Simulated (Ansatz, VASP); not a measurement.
# Nb2SiO3: VASP beside Ansatz

INCAR

```
PREC = Accurate
ENCUT = 600
EDIFF = 1E-7
ISMEAR = 0
SIGMA = 0.15
LREAL = F
LASPH = T
NELM = 120
ALGO = Normal
ISIF = 3
LWAVE = F
LCHARG = F
GGA = PE
IBRION = 2
NSW = 36
EDIFFG = -0.08
GGA_COMPAT = F
NELMIN = 4
```

KPOINTS

```
regular mesh
0
Gamma
  3 3 3
```

The input POSCAR:

```
Nb2SiO3
1.0
    2.3855328400      1.3772880300      4.0361631800
   -2.3855328400      1.3772880300      4.0361631800
    0.0000000000     -2.7545760500      4.0361631800
Nb Si O
2 1 3
Direct
    0.8733720200      0.8733720200      0.8733720200
    0.1266279800      0.1266279800      0.1266279800
    0.5000000000      0.5000000000      0.5000000000
    0.5000000000      0.0000000000      0.5000000000
    0.5000000000      0.5000000000      0.0000000000
    0.0000000000      0.5000000000      0.5000000000
```

Input for Ansatz:

```yaml
crystal:
  lattice:
    - [2.38553284, 1.37728803, 4.03616318]
    - [-2.38553284, 1.37728803, 4.03616318]
    - [0.0, -2.75457605, 4.03616318]
  atoms:
    - { symbol: Nb, position: [0.87337202, 0.87337202, 0.87337202] }
    - { symbol: Nb, position: [0.12662798, 0.12662798, 0.12662798] }
    - { symbol: Si, position: [0.5, 0.5, 0.5] }
    - { symbol: O, position: [0.5, 0.0, 0.5] }
    - { symbol: O, position: [0.5, 0.5, 0.0] }
    - { symbol: O, position: [0.0, 0.5, 0.5] }
basis:
  ecutwfc: 420
kpoints:
  mp_grid: { grid: [3, 3, 3] }
hamiltonian:
  xc: pbe
scf:
  occupations: { method: gaussian, width: 0.15 }
  lower_state_search: "off"
output:
  forces: true
  stress: true
  eigenvalues: true
relax:
  adjacent_minimum: "off"
  f_tol: 0.08
  max_steps: 16
  cell: { stress_tol: 0.8 }
```

Change from the starting cell: species swapped into the Zr2CoMo3 type (R-3m, No. 166).

Alike in both runs: task relaxation of cell and atoms; functional PBE; k mesh 3 × 3 × 3; occupations gaussian, width 0.15 eV; no spin polarisation.

```csv
,VASP,Ansatz
version,VASP 6.6.1,Ansatz 0.2.0
potentials or method,"VASP PAW PBE potentials, release 64 (Nb_sv, Si, O), cutoff 600 eV","scalar-relativistic, plane waves, PAW"
valence electrons in the cell,48,48
```

|  | VASP | Ansatz | Ansatz less VASP |
| --- | --- | --- | --- |
| gap on the k mesh at the Fermi level, each at its own relaxed structure (eV) | none | none | - |
| relaxed volume (Å³/atom) | 11.72 | 11.77 | +0.054 |
| relaxed cell length with the largest relative difference (Å) | 4.328 | 4.350 | +0.0221 |

A gap of «none» marks a metal or a gap that the smearing closes.

The k mesh is coarse, so the values compare programs but aren't converged.
